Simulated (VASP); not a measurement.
# PbSe (Fm-3m) in VASP: a series of runs, part 2 of 3

VASP 6.6.1.

**3. Single point, PBE-based screened hybrid with 25 % exact exchange**

This run uses another cell than the first one, of 27.52 Å³/atom.

The input, POSCAR:

```
PbSe
1.0
    0.0000000000      3.0192847941      3.0192847941
    3.0192847941      0.0000000000      3.0192847941
    3.0192847941      3.0192847941      0.0000000000
Pb Se
1 1
Direct
    0.0000000000      0.0000000000      0.0000000000
    0.5000000000      0.5000000000      0.5000000000
```

The input, INCAR.step1:

```
SYSTEM = PbSe
ALGO     = Normal         ! electronic algorithm
EDIFF    = 1E-5           ! SCF threshold, eV
ENCUT    = 520            ! plane-wave cutoff, eV
GGA      = PE             ! functional
ISIF     = 2              ! what is computed and relaxed
ISMEAR   = -1             ! smearing method
LASPH    = .TRUE.         ! aspherical terms in the spheres
LCHARG   = .FALSE.        ! write CHGCAR
LREAL    = .FALSE.        ! projectors in reciprocal space
LWAVE    = .TRUE.         ! write WAVECAR
NBANDS   = 17             ! bands
NELM     = 80             ! most SCF steps
PREC     = Accurate       ! precision mode
SIGMA    = 0.05           ! smearing width, eV
```

The input, INCAR.step2:

```
SYSTEM = PbSe
AEXX     = 0.25           ! exact-exchange fraction
ALGO     = Normal         ! electronic algorithm
EDIFF    = 1E-7           ! SCF threshold, eV
ENCUT    = 520            ! plane-wave cutoff, eV
GGA      = PE             ! functional
HFSCREEN = 0.3            ! screening, 1/A
ISIF     = 2              ! what is computed and relaxed
ISMEAR   = -1             ! smearing method
ISTART   = 1            
LASPH    = .TRUE.         ! aspherical terms in the spheres
LCHARG   = .FALSE.        ! write CHGCAR
LHFCALC  = .TRUE.         ! exact exchange
LREAL    = .FALSE.        ! projectors in reciprocal space
LWAVE    = .FALSE.        ! write WAVECAR
NBANDS   = 17             ! bands
NELM     = 80             ! most SCF steps
PREC     = Accurate       ! precision mode
PRECFOCK = Normal       
SIGMA    = 0.05           ! smearing width, eV
```

The input, KPOINTS:

```
k-points
0
G
  4 4 4
  0 0 0
```

Potentials or basis: VASP PAW PBE potentials, release 64 (Pb_d, Se).

Started as:

```bash
$ cat potpaw_PBE.64/Pb_d/POTCAR potpaw_PBE.64/Se/POTCAR > POTCAR
$ cp INCAR.step1 INCAR
$ mpirun -np 1 vasp_std > vasp.out
$ cp INCAR.step2 INCAR
$ mpirun -np 1 vasp_std > vasp.out
```

OUTCAR:

```text
SYSTEM = PbSe
   AEXX = 0.25
   EDIFF = 1E-7
   ENCUT = 520
   GGA = PE
   HFSCREEN = 0.3
   ISIF = 2
   ISMEAR = -1
   ISTART = 1
   LASPH = .TRUE.
   LHFCALC = .TRUE.
   LREAL = .FALSE.
   NELM = 80
   PREC = Accurate
   PRECFOCK = Normal

 ion  position               nearest neighbor table
   1  0.000  0.000  0.000-   2 3.02   2 3.02   2 3.02   2 3.02   2 3.02   2 3.02
   2  0.500  0.500  0.500-   1 3.02   1 3.02   1 3.02   1 3.02   1 3.02   1 3.02

  LATTYP: Found a face centered cubic cell.
 ALAT       =     6.0385695882

  Lattice vectors:

 A1 = (   0.0000000000,   3.0192847941,   3.0192847941)
 A2 = (   3.0192847941,   0.0000000000,   3.0192847941)
 A3 = (   3.0192847941,   3.0192847941,   0.0000000000)

Analysis of symmetry for initial positions (statically):
=====================================================================
 Subroutine PRICEL returns:
 Original cell was already a primitive cell.

 Routine SETGRP: Setting up the symmetry group for a
 face centered cubic supercell.

 Subroutine GETGRP returns: Found 48 space group operations
 (whereof 48 operations were pure point group operations)
 out of a pool of 48 trial point group operations.

The static configuration has the point symmetry O_h .

Analysis of symmetry for dynamics (positions and initial velocities):
=====================================================================
 Subroutine PRICEL returns:
 Original cell was already a primitive cell.

 Routine SETGRP: Setting up the symmetry group for a
 face centered cubic supercell.

 Subroutine GETGRP returns: Found 48 space group operations
 (whereof 48 operations were pure point group operations)
 out of a pool of 48 trial point group operations.

The dynamic configuration has the point symmetry O_h .

 Subroutine INISYM returns: Found 48 space group operations
 (whereof 48 operations are pure point group operations),
 and found     1 'primitive' translations

----------------------------------------------------------------------------------------

                                     Primitive cell

  volume of cell :      55.0481

  direct lattice vectors                    reciprocal lattice vectors
     0.000000000  3.019284794  3.019284794    -0.165602132  0.165602132  0.165602132
     3.019284794  0.000000000  3.019284794     0.165602132 -0.165602132  0.165602132
     3.019284794  3.019284794  0.000000000     0.165602132  0.165602132 -0.165602132

  length of vectors
     4.269913504  4.269913504  4.269913504     0.286831307  0.286831307  0.286831307

  position of ions in fractional coordinates (direct lattice)
     0.000000000  0.000000000  0.000000000
     0.500000000  0.500000000  0.500000000

  ion indices of the primitive-cell ions
   primitive index   ion index
                 1           1
                 2           2

----------------------------------------------------------------------------------------

 KPOINTS: k-points

Automatic generation of k-mesh.
 Grid dimensions read from file:
 generate k-points for:    4    4    4

 Generating k-lattice:

  Cartesian coordinates                     Fractional coordinates (reciprocal lattice)
    -0.041400533  0.041400533  0.041400533     0.250000000  0.000000000  0.000000000
     0.041400533 -0.041400533  0.041400533     0.000000000  0.250000000  0.000000000
     0.041400533  0.041400533 -0.041400533     0.000000000  0.000000000  0.250000000

  Length of vectors
     0.071707827  0.071707827  0.071707827

  Shift w.r.t. Gamma in fractional coordinates (k-lattice)
     0.000000000  0.000000000  0.000000000

 Subroutine IBZKPT returns following result:
 ===========================================

 Found      8 irreducible k-points:

 Following reciprocal coordinates:
            Coordinates               Weight
  0.000000  0.000000  0.000000      1.000000
  0.250000  0.000000  0.000000      8.000000
  0.500000  0.000000  0.000000      4.000000
  0.250000  0.250000  0.000000      6.000000
  0.500000  0.250000  0.000000     24.000000
 -0.250000  0.250000  0.000000     12.000000
  0.500000  0.500000  0.000000      3.000000
 -0.250000  0.500000  0.250000      6.000000
   k-points           NKPTS =      8   k-points in BZ     NKDIM =     64   number of bands    NBANDS=     17
   number of dos      NEDOS =    301   number of ions     NIONS =      2
   total plane-waves  NPLWV =  32768
   dimension x,y,z NGX =    32 NGY =   32 NGZ =   32
   dimension x,y,z NGXF=    64 NGYF=   64 NGZF=   64
   ions per type =               1   1
   NGX,Y,Z   is equivalent  to a cutoff of  12.46, 12.46, 12.46 a.u.
   NGXF,Y,Z  is equivalent  to a cutoff of  24.92, 24.92, 24.92 a.u.
 SYSTEM =  PbSe
   PREC   = accura    normal or accurate (medium, high low for compatibility)
   ISTART =      1    job   : 0-new  1-cont  2-samecut
   ICHARG =      0    charge: 1-file 2-atom 10-const
   ISPIN  =      1    spin polarized calculation?
   LNONCOLLINEAR =      F non collinear calculations
   LSORBIT =      F    spin-orbit coupling
   LASPH  =      T    aspherical Exc in radial PAW
   ENCUT  =  520.0 eV  38.22 Ry    6.18 a.u.   7.94  7.94  7.94*2*pi/ulx,y,z
   NELM   =     80;   NELMIN=  2; NELMDL=  0     # of ELM steps
   EDIFF  = 0.1E-06   stopping-criterion for ELM
   LREAL  =      F    real-space projection
   EDIFFG = 0.1E-05   stopping-criterion for IOM
   NSW    =      0    number of steps for IOM
   IBRION =     -1    ionic relax: 0-MD 1-quasi-New 2-CG
   NFREE  =      0    steps in history (QN), initial steepest desc. (CG)
   ISIF   =      2    stress and relaxation
   ISYM   =      3    0-nonsym 1-usesym 2-fastsym
   POTIM  = 0.5000    time-step for ionic-motion
   TEBEG  =    0.0;   TEEND  =   0.0 temperature during run
   PSTRESS=    0.0 pullay stress
   NELECT =      20.0000    total number of electrons
   NUPDOWN=      -1.0000    fix difference up-down
   EMIN   =  10.00;   EMAX   =-10.00  energy-range for DOS
   EFERMI =   0.00;   METHOD = LEGACY
   ISMEAR =    -1;   SIGMA  =   0.05  broadening in eV -4-tet -1-fermi 0-gaus
   EFERMI_NEDOS =   21; number of points for ismear=-14 and -15
   IALGO  =     38    algorithm
   IMIX   =      1    mixing-type and parameters
     AMIX     =   0.40;   BMIX     =  1.00
     AMIX_MAG =   1.60;   BMIX_MAG =  1.00
  volume/ion in A,a.u.               =      27.52       185.74
  Fermi-wavevector in a.u.,A,eV,Ry     =   1.168165  2.207511 18.566630  1.364609
  Thomas-Fermi vector in A             =   2.304655
   LORBIT       =      0    0 simple, 1 ext, 2 COOP (PROOUT), +10 PAW based schemes
   GGA     = PE    functional components
   LHFCALC =     T    Hartree Fock is set to
   PRECFOCK=normal    Normal, Fast or Accurate (Low or Medium for compatibility)
   ENCUT4O =  -1.0   cutoff for four orbital integrals eV
   NKREDX  =     1    reduce k-point grid by
   NKREDY  =     1    reduce k-point grid by
   NKREDZ  =     1    reduce k-point grid by
   AEXX    =    0.2500 exact exchange contribution
   HFSCREEN=    0.3000 screening length (either q_TF or 0.3 A-1)
   HFSCREENC=   0.3000 screening length for correlation (either q_TF or 0.3 A-1)
   ENCUTFOCK=  -1.0 apply spherical cutoff to Coloumb kernel
   IVDW    =     0    specifies the selected vdW correction
   LEPSILON=     F    determine dielectric tensor
   LRPA    =     F    only Hartree local field effects (RPA)
 non-spin polarized calculation
  energy-cutoff  :      520.00
  volume of cell :       55.05
 maximum number of plane-waves:      1524
  NGX = 24; NGY = 24; NGZ = 24

 number of electron      20.0000005 magnetization

 Free energy of the ion-electron system (eV)
  ---------------------------------------------------
  ext. energy  EPLUGINS =         0.00000000
  ---------------------------------------------------
  free energy    TOTEN  =        -9.36574583 eV

  energy without entropy =       -9.36478589  energy(sigma->0) =       -9.36526586

 E-fermi :   5.6401     XC(G=0):  -8.2217

 val. band max:        5.4300049972   @ k =   0.5000   0.0000   0.0000
 cond. band min:       5.8502344277   @ k =   0.5000   0.0000   0.0000
 fundamental gap:      0.4202294305
 Fermi energy:         5.6401197136

 k-point     1 :       0.0000    0.0000    0.0000
  band No.  band energies     occupation
      1     -13.2118      2.00000
      2     -13.2118      2.00000
      3     -13.2020      2.00000
      4     -13.2020      2.00000
      5     -13.2020      2.00000
      6      -9.9261      2.00000
[... 137 lines left out ...]
      4     -13.1879      2.00000
      5     -13.1498      2.00000
      6      -8.1440      2.00000
[... 9 lines left out ...]
     16      18.1153      0.00000
     17      18.8248      0.00000

------------------------ aborting loop because EDIFF is reached ----------------------------------------

  FORCE on cell =-STRESS in cart. coord.  units (eV):
  Direction    XX          YY          ZZ          XY          YZ          ZX
  --------------------------------------------------------------------------------------
  -------------------------------------------------------------------------------------
  Total        1.3228846      1.3228846      1.3228846      0.0000000     -0.0000000      0.0000000
  in kB       38.5026217     38.5026217     38.5026217      0.0000000     -0.0000000      0.0000000
  external PRESSURE =      38.5026217 kB  Pullay stress =       0.0000000 kB

 VOLUME and BASIS-vectors are now :
 -----------------------------------------------------------------------------
  energy-cutoff  :      520.00
  volume of cell :       55.05
      direct lattice vectors                 reciprocal lattice vectors
     0.000000000  3.019284794  3.019284794    -0.165602132  0.165602132  0.165602132
     3.019284794  0.000000000  3.019284794     0.165602132 -0.165602132  0.165602132
     3.019284794  3.019284794  0.000000000     0.165602132  0.165602132 -0.165602132

 POSITION                                       TOTAL-FORCE (eV/Angst)
 -----------------------------------------------------------------------------------
      0.00000      0.00000      0.00000         0.000000      0.000000     -0.000000
      3.01928      3.01928      3.01928         0.000000      0.000000      0.000000
 -----------------------------------------------------------------------------------
    total drift:                               -0.000003      0.000012      0.000008

  FREE ENERGIE OF THE ION-ELECTRON SYSTEM (eV)
  ---------------------------------------------------
  free  energy   TOTEN  =        -9.3657458282 eV

  energy  without entropy=       -9.3647858901  energy(sigma->0) =       -9.36526586
```

Run time: 18 min. Hardware: 1 thread of Intel Xeon 8259CL, shared host; peak memory 0.29 GiB.

What came out:

| Quantity | Value |
| --- | --- |
| Free energy | -9.3657 eV |
| Pressure | 3.9 GPa |
| Band gap on the k mesh | 0.42 eV |

Caveat: the k points lie up to 0.45 Å⁻¹ apart; the PAW data sets were made with another functional, which shifts forces and pressure a little; spin-orbit coupling is left out, which moves the levels of the heavy elements. A k mesh can miss the band edges.

**4. Single point, PBE-based screened hybrid with 25 % exact exchange**

This run uses another cell than the first one, of 28.10 Å³/atom.

The input, POSCAR:

```
PbSe
1.0
    0.0000000000      3.0401081059      3.0401081059
    3.0401081059      0.0000000000      3.0401081059
    3.0401081059      3.0401081059      0.0000000000
Pb Se
1 1
Direct
    0.0000000000      0.0000000000      0.0000000000
    0.5000000000      0.5000000000      0.5000000000
```

The input, INCAR.step1:

```
PREC     = Accurate       # precision mode
ENCUT    = 520            # plane-wave cutoff, eV
EDIFF    = 1E-5           # SCF threshold, eV
ISMEAR   = -1             # smearing method
SIGMA    = 0.05           # smearing width, eV
LREAL    = F              # projectors in reciprocal space
LASPH    = T              # aspherical terms in the spheres
NELM     = 80             # most SCF steps
ALGO     = Normal         # electronic algorithm
ISIF     = 2              # what is computed and relaxed
LWAVE    = T              # write WAVECAR
LCHARG   = F              # write CHGCAR
GGA      = PE             # functional
NBANDS   = 17             # bands
```

The input, INCAR.step2:

```
PREC     = Accurate       # precision mode
ENCUT    = 520            # plane-wave cutoff, eV
EDIFF    = 1E-7           # SCF threshold, eV
ISMEAR   = -1             # smearing method
SIGMA    = 0.05           # smearing width, eV
LREAL    = F              # projectors in reciprocal space
LASPH    = T              # aspherical terms in the spheres
NELM     = 80             # most SCF steps
ALGO     = Normal         # electronic algorithm
ISIF     = 2              # what is computed and relaxed
LWAVE    = F              # write WAVECAR
LCHARG   = F              # write CHGCAR
GGA      = PE             # functional
LHFCALC  = T              # exact exchange
AEXX     = 0.25           # exact-exchange fraction
HFSCREEN = 0.3            # screening, 1/A
PRECFOCK = Normal       
ISTART   = 1            
NBANDS   = 17             # bands
```

The input, KPOINTS:

```
regular mesh
0
Gamma
  4 4 4
```

Started as:

```bash
$ cat potpaw_PBE.64/Pb_d/POTCAR potpaw_PBE.64/Se/POTCAR > POTCAR
$ cp INCAR.step1 INCAR
$ mpirun -np 1 vasp_std > vasp.out
$ cp INCAR.step2 INCAR
$ mpirun -np 1 vasp_std > vasp.out
```

Run time: 17 min. Hardware: 1 thread of Intel Xeon 8259CL, shared host; peak memory 0.29 GiB.

It converged, with:

```yaml
Free_energy: -9.3889 eV
Pressure: 2.5 GPa
Band_gap_on_the_k_mesh: 0.51 eV
```

Levels at points of the mesh, in eV from the valence-band top:
| k point | band 6 | band 7 | band 8 | band 9 | band 10 | band 11 | band 12 | band 13 | band 14 | band 15 |
| --- | --- | --- | --- | --- | --- | --- | --- | --- | --- | --- |
| (0.00, 0.00, 0.00) | -15.13 | -6.57 | -2.28 | -2.28 | -2.28 | 5.31 | 5.31 | 5.31 | 6.91 | 6.91 |
| (0.50, 0.00, 0.00) | -13.91 | -9.65 | -1.85 | -1.85 | 0.00 | 0.51 | 1.95 | 1.95 | 9.14 | 10.81 |
| (0.50, 0.50, 0.00) | -13.47 | -7.88 | -5.71 | -3.77 | -3.77 | 3.90 | 6.31 | 6.31 | 6.78 | 12.02 |

Caveat: the k points lie up to 0.45 Å⁻¹ apart; the PAW data sets were made with another functional, which shifts forces and pressure a little; spin-orbit coupling is left out, which moves the levels of the heavy elements. A k mesh can miss the band edges.

(Part 2 of 3 ends here.)
